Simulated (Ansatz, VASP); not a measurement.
# Rb in VASP and in Ansatz

```xyz
1
Lattice="-2.7218 2.7218 2.7639 2.7218 -2.7218 2.7639 2.7218 2.7218 -2.7639" Properties=species:S:1:pos:R:3 pbc="T T T"
Rb    0.0000    0.0000    0.0000
```

Change from the starting cell: strain -0.030 along x and y, -0.015 along z, atoms carried along.

Alike in both runs: task single point; functional PBE; k mesh 12 × 12 × 12; occupations gaussian, width 0.15 eV; no spin polarisation.

```csv
,VASP,Ansatz
version,VASP 6.6.1,Ansatz 0.2.0
potentials or method,"VASP PAW PBE potentials, release 64 (Rb_sv), cutoff 520 eV","scalar-relativistic, plane waves, PAW"
valence electrons in the cell,9,9
```

```csv
,VASP,Ansatz,Ansatz less VASP
gap on the k mesh at the Fermi level (eV),none,none,-
pressure (GPa),0.4,0.4,0.00
```

A gap of «none» marks a metal or a gap that the smearing closes.
